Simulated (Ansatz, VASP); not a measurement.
**One calculation of GaN, two programs**

The input POSCAR:

```
GaN
1.0
    0.0000000000      2.3215327040      2.3215327040
    2.3215327040      0.0000000000      2.3215327040
    2.3215327040      2.3215327040      0.0000000000
Ga N
1 1
Direct
    0.0000000000      0.0000000000      0.0000000000
    0.7500000000      0.7500000000      0.7500000000
```

INCAR.step1

```
SYSTEM = GaN
PREC     = Accurate       ! precision mode
ENCUT    = 520            ! plane-wave cutoff, eV
ISMEAR   = 0              ! smearing method
SIGMA    = 0.02           ! smearing width, eV
LREAL    = .False.        ! projectors in reciprocal space
LASPH    = .True.         ! aspherical terms in the spheres
NELM     = 80             ! most SCF steps
NBANDS   = 16             ! bands
GGA      = PE             ! functional
ALGO     = Normal         ! electronic algorithm
EDIFF    = 1E-4           ! SCF threshold, eV
LWAVE    = .True.         ! write WAVECAR
LCHARG   = .False.        ! write CHGCAR
```

The input INCAR.step2:

```
SYSTEM = GaN
PREC     = Accurate       ! precision mode
ENCUT    = 520            ! plane-wave cutoff, eV
EDIFF    = 1E-6           ! SCF threshold, eV
ISMEAR   = 0              ! smearing method
SIGMA    = 0.02           ! smearing width, eV
LREAL    = .False.        ! projectors in reciprocal space
LASPH    = .True.         ! aspherical terms in the spheres
NELM     = 80             ! most SCF steps
ALGO     = Normal         ! electronic algorithm
ISIF     = 2              ! what is computed and relaxed
LWAVE    = .False.        ! write WAVECAR
LCHARG   = .False.        ! write CHGCAR
METAGGA  = R2SCAN         ! meta-GGA
LMIXTAU  = .True.       
NBANDS   = 16             ! bands
ISTART   = 1
```

File KPOINTS:

```
Automatic mesh
0
Gamma
  10 10 10
  0 0 0
```

Input for Ansatz:

```yaml
crystal:
  lattice:
    - [0.0, 2.321532704, 2.321532704]
    - [2.321532704, 0.0, 2.321532704]
    - [2.321532704, 2.321532704, 0.0]
  atoms:
    - { symbol: Ga, position: [0.0, 0.0, 0.0] }
    - { symbol: "N", position: [0.75, 0.75, 0.75] }
basis:
  ecutwfc: 500
kpoints:
  mp_grid: { grid: [10, 10, 10] }
hamiltonian:
  xc: r2scan
scf:
  occupations: { method: gaussian, width: 0.02 }
output:
  forces: true
  stress: true
  eigenvalues: true
```

Alike in both runs: task single point; functional r2SCAN; k mesh 10 × 10 × 10; occupations gaussian, width 0.02 eV; no spin polarisation.

|  | VASP | Ansatz |
| --- | --- | --- |
| version | VASP 6.6.1 | Ansatz 0.2.0 |
| potentials or method | VASP PAW PBE potentials, release 64 (Ga_d, N), cutoff 520 eV | scalar-relativistic, plane waves, PAW |
| valence electrons in the cell | 18 | 18 |

```csv
,VASP,Ansatz,Ansatz less VASP
gap on the k mesh at the Fermi level (eV),1.53,1.53,+0.004
least direct gap on the mesh (eV),1.53,1.53,+0.004
pressure (GPa),-14.4,-15.2,-0.86
```

VASP's potentials were made for PBE, not for r2SCAN. The functional is the same, so the differences come from potentials, cutoffs and numerics.
